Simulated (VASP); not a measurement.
**BeSe5: single point with PBE+D3(BJ)**

The system is BeSe5.

```xyz
6
Lattice="9.2637 0.0000 0.0000 -4.6318 8.0226 0.0000 0.0000 0.0000 2.6757" Properties=species:S:1:pos:R:3 pbc="T T T"
Be    0.0000    0.0000    0.0000
Se    0.0000    5.3484    0.0000
Se    4.6318    2.6742    0.0000
Se    4.6318    0.0000    0.0000
Se   -2.3159    4.0113    0.0000
Se    2.3159    4.0113    0.0000
```

```yaml
Program: VASP 6.6.1
Task: single point
Functional: PBE
Dispersion: D3(BJ)
Potentials_or_basis: VASP PAW PBE potentials, release 64 (Be, Se)
Cutoff: 520 eV
k_mesh: 6 × 6 × 14
Occupations: gaussian, width 0.1 eV
Spin: no spin polarisation
Dipole_correction: no
Further_INCAR_settings: ALGO = Normal; EDIFF = 1e-07; NBANDS = 25
```

```
Pressure                   : -0.9 GPa
Band gap on the k mesh     : zero (bands 16 and 17 overlap by 3.08 eV)
Dispersion energy per atom : -0.244 eV
```

Stress tensor (GPa, compression positive):
```
-1.27  0.00  0.00
 0.00 -1.27  0.00
 0.00  0.00 -0.18
```

Levels at points of the mesh, in eV from the Fermi level:
| k point | band 13 | band 14 | band 15 | band 16 | band 17 | band 18 | band 19 | band 20 |
| --- | --- | --- | --- | --- | --- | --- | --- | --- |
| (0.00, 0.00, 0.00) | -2.42 | -1.91 | 1.62 | 1.62 | 2.07 | 2.07 | 2.98 | 3.62 |
| (0.50, 0.00, 0.00) | -1.88 | 0.16 | 0.46 | 1.35 | 1.49 | 1.57 | 3.12 | 3.31 |
| (0.00, 0.00, 0.50) | -0.67 | -0.67 | -0.40 | -0.40 | 0.00 | 0.32 | 0.48 | 2.09 |
| (0.50, 0.00, 0.50) | -2.43 | -1.19 | -0.31 | -0.15 | 0.32 | 0.44 | 2.15 | 2.40 |

It took 7.1 min on 1 thread of Intel Xeon 8259CL, on a shared host, peak memory 0.46 GiB.
